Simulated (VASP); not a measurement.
A run of VASP 6.6.1:

INCAR

```
PREC     = Accurate       # precision mode
ENCUT    = 520            # plane-wave cutoff, eV
EDIFF    = 1E-6           # SCF threshold, eV
ISMEAR   = 0              # smearing method
SIGMA    = 0.05           # smearing width, eV
LREAL    = False          # projectors in reciprocal space
LASPH    = True           # aspherical terms in the spheres
NELM     = 120            # most SCF steps
ALGO     = Normal         # electronic algorithm
ISIF     = 2              # what is computed and relaxed
LWAVE    = False          # write WAVECAR
LCHARG   = False          # write CHGCAR
LDIPOL   = True         
IDIPOL   = 3            
DIPOL    = 0.5 0.5 0.310
GGA      = PS             # functional
NBANDS   = 31             # bands
GGA_COMPAT= False        
NELMDL   = -8
```

Contents of KPOINTS:

```
regular mesh
0
Gamma
  9 9 1
```

File POSCAR:

```
HfO2
1.0
    3.5670651986      0.0000000000      0.0000000000
   -1.7835325993      3.0891690789      0.0000000000
    0.0000000000      0.0000000000     19.8143927302
O Hf
4 2
Direct
    0.0000000000      0.0000000000      0.2018734591
    0.3333333333      0.6666666667      0.2753679279
    0.6666666667      0.3333333333      0.3435241996
    0.0000000000      0.0000000000      0.4196138051
    0.6666666667      0.3333333333      0.2386206935
    0.3333333333      0.6666666667      0.3804726551
```

Potentials or basis: VASP PAW PBE potentials, release 64 (O, Hf_pv).

Command:

```sh
$ cat potpaw_PBE.64/O/POTCAR potpaw_PBE.64/Hf_pv/POTCAR > POTCAR
$ mpirun -np 1 vasp_std > vasp.out
```

Hardware: 1 thread of Intel Xeon 8259CL, with other jobs on the host.

Q: Estimate the wall time of this run.

A: Run time: 6.2 min on 1 thread of Intel Xeon 8259CL, with other jobs on the host, peak memory 0.36 GiB. Counts: scf iterations 28, k points 12.
